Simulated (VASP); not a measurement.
Mg3ZnS4: single point with r2SCAN

Crystal: Mg3ZnS4.

```
Mg Zn S
1.0
    -2.60321    2.60321    5.19274
     2.60321   -2.60321    5.19274
     2.60321    2.60321   -5.19274
Mg Zn S
3 1 4
Direct
  0.75000 0.25000 0.50000
  0.25000 0.75000 0.50000
  0.50000 0.50000 0.00000
  0.00000 0.00000 0.00000
  0.50000 0.00000 0.50000
  0.00000 0.50000 0.50000
  0.24561 0.24561 0.00000
  0.75439 0.75439 0.00000
```

* Program: VASP 6.6.1
* Task: single point
* Functional: r2SCAN
* Potentials or basis: VASP PAW PBE potentials, release 64 (Mg, Zn, S)
* Cutoff: 520 eV
* k mesh: 8 × 8 × 8
* Occupations: gaussian, width 0.02 eV
* Spin: no spin polarisation

The pressure is -1.8 GPa and the band gap on the k mesh is 1.43 eV (least direct gap 2.24 eV).

Forces on the atoms (eV/Å):
```
Mg   0.000  0.000  0.000
Mg   0.000  0.000  0.000
Mg   0.000  0.000  0.000
Zn   0.000  0.000  0.000
S    0.000  0.000  0.000
S    0.000  0.000  0.000
S    0.000  0.000 -0.002
S    0.000  0.000  0.002
```

Levels at points of the mesh, in eV from the valence-band top:
```
           k point  band 18  band 19  band 20  band 21  band 22  band 23  band 24  band 25
(0.00, 0.00, 0.00)    -1.99    -0.26    -0.23    -0.23     2.00     4.06     5.04     5.17
(0.50, 0.00, 0.00)    -1.61    -1.51    -0.96    -0.49     4.24     5.57     6.06     6.11
(0.50, 0.50, 0.00)    -0.81    -0.79    -0.33     0.00     4.83     4.94     5.49     5.64
(0.50, 0.50, 0.50)    -1.28    -1.28    -1.15    -1.15     1.43     3.26     4.99     5.06
```

Wall time 23 min on 1 thread of Intel Xeon 8259CL, with other jobs on the host, peak memory 0.53 GiB.

Caveat: the PAW data sets were made with another functional, which shifts forces and pressure a little. A k mesh can miss the band edges.
